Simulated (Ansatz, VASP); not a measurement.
## InP in VASP and in Ansatz

The input INCAR:

```
SYSTEM = InP
PREC     = Accurate       ! precision mode
ENCUT    = 500            ! plane-wave cutoff, eV
EDIFF    = 1E-6           ! SCF threshold, eV
ISMEAR   = 0              ! smearing method
SIGMA    = 0.1            ! smearing width, eV
LREAL    = .FALSE.        ! projectors in reciprocal space
LASPH    = .TRUE.         ! aspherical terms in the spheres
NELM     = 120            ! most SCF steps
ALGO     = Normal         ! electronic algorithm
ISIF     = 2              ! what is computed and relaxed
LWAVE    = .FALSE.        ! write WAVECAR
LCHARG   = .FALSE.        ! write CHGCAR
GGA      = PE             ! functional
NBANDS   = 16             ! bands
GGA_COMPAT= .FALSE.
```

File KPOINTS:

```
Automatic mesh
0
G
  6 6 6
  0 0 0
```

POSCAR

```
InP
1.0
    0.0000000000      2.9529408950      2.9529408950
    2.9529408950      0.0000000000      2.9529408950
    2.9529408950      2.9529408950      0.0000000000
In P
1 1
Direct
    0.0000000000      0.0000000000      0.0000000000
    0.7500000000      0.7500000000      0.7500000000
```

Input for Ansatz:

```yaml
crystal:
  lattice:
    - [0.0, 2.952940895, 2.952940895]
    - [2.952940895, 0.0, 2.952940895]
    - [2.952940895, 2.952940895, 0.0]
  atoms:
    - { symbol: In, position: [0.0, 0.0, 0.0] }
    - { symbol: P, position: [0.75, 0.75, 0.75] }
basis:
  ecutwfc: 420
kpoints:
  mp_grid: { grid: [6, 6, 6] }
hamiltonian:
  xc: pbe
scf:
  occupations: { method: gaussian, width: 0.1 }
output:
  forces: true
  stress: true
  eigenvalues: true
```

Alike in both runs: task single point; functional PBE; k mesh 6 × 6 × 6; occupations gaussian, width 0.1 eV; no spin polarisation.

```csv
,VASP,Ansatz
version,VASP 6.6.1,Ansatz 0.2.0
potentials or method,"VASP PAW PBE potentials, release 64 (In_d, P), cutoff 500 eV","scalar-relativistic, plane waves, PAW"
valence electrons in the cell,18,18
```

VASP gave:

| Quantity | Value |
| --- | --- |
| gap on the k mesh at the Fermi level (eV) | 0.58 |
| least direct gap on the mesh (eV) | 0.58 |
| pressure (GPa) | 1.7 |

Problem. Estimate Ansatz's values.

Solution. gap on the k mesh at the Fermi level (eV): 0.59; least direct gap on the mesh (eV): 0.59; pressure (GPa): 1.7.
